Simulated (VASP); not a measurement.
Ta, 1 atom in the cell. The structure is cubic, space group Im-3m (No. 229). Conventional cell: a = 3.255 Å, b = 3.255 Å, c = 3.255 Å, α = 90.00°, β = 90.00°, γ = 90.00°. Ta (site symmetry m-3m) has 14 Ta at 2.82 to 3.26 Å within 3.7 Å. 

| Item | Value |
| --- | --- |
| Program | VASP 6.6.1 |
| Task | single point |
| Functional | LDA |
| Potentials or basis | VASP PAW LDA potentials, release 64 (Ta_pv) |
| Cutoff | 520 eV |
| k mesh | 20 × 20 × 20 |
| Occupations | fermi-dirac, width 0.1 eV |
| Spin | no spin polarisation |
| Dipole correction | no |
| Further INCAR settings | ALGO = Normal; EDIFF = 1e-07; NBANDS = 12 |

Potentials or basis: VASP PAW LDA potentials, release 64 (Ta_pv).

The run is started by

```console
$ cat potpaw_LDA.64/Ta_pv/POTCAR > POTCAR
$ mpirun -np 1 vasp_std > vasp.out
```

Hardware: 1 thread of Intel Xeon 6975P-C, with other jobs on the host.

Q: How long does it take, and how much memory?

A: Wall time 26 s on 1 thread of Intel Xeon 6975P-C, on a shared host, peak memory 0.17 GiB. Counts: scf iterations 11, k points 256.
